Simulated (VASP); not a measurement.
Ge: single point with PBE

Ge:

```
Ge
1.0
     1.48805   -2.59469    0.00000
     1.48805    2.59469    0.00000
     0.00000    0.00000    4.72760
Ge
2
Cartesian
  1.4881 0.8643 1.1819
  1.4881 -0.8643 3.5457
```

```json
{
  "Program": "VASP 6.6.1",
  "Task": "single point",
  "Functional": "PBE",
  "Potentials or basis": "VASP PAW PBE potentials, release 64 (Ge_d)",
  "Cutoff": "520 eV",
  "k mesh": "10 × 10 × 6",
  "Occupations": "fermi-dirac, width 0.05 eV",
  "Spin": "no spin polarisation"
}
```

The pressure is 4.3 GPa. The band gap on the k mesh is zero (band 14 reaches 13.82 eV, above the bottom of band 15 at 4.85 eV).

Stress tensor (GPa, compression positive):
```
3.40 0.00 0.00
0.00 3.61 0.00
0.00 0.00 6.03
```

Levels at points of the mesh, in eV from the Fermi level:
```csv
k point,band 12,band 13,band 14,band 15,band 16,band 17
"(0.00, 0.00, 0.00)",-7.46,-5.52,6.62,6.74,8.71,8.82
"(0.50, 0.00, 0.00)",-7.09,-2.25,-1.25,-0.87,1.45,2.45
"(0.50, 0.50, 0.00)",-7.14,-2.29,-1.27,-0.94,1.41,2.61
"(0.00, 0.00, 0.50)",-11.68,1.89,1.89,7.77,7.77,7.88
"(0.50, 0.00, 0.50)",-6.98,-4.92,-4.92,4.12,4.12,5.09
"(0.50, 0.50, 0.50)",-7.05,-4.94,-4.94,4.27,4.27,5.11
```

Run time: 20 s on 1 thread of Intel(R) Xeon(R) 6975P-C (Granite Rapids), with other jobs on the host, peak memory 0.2 GiB.
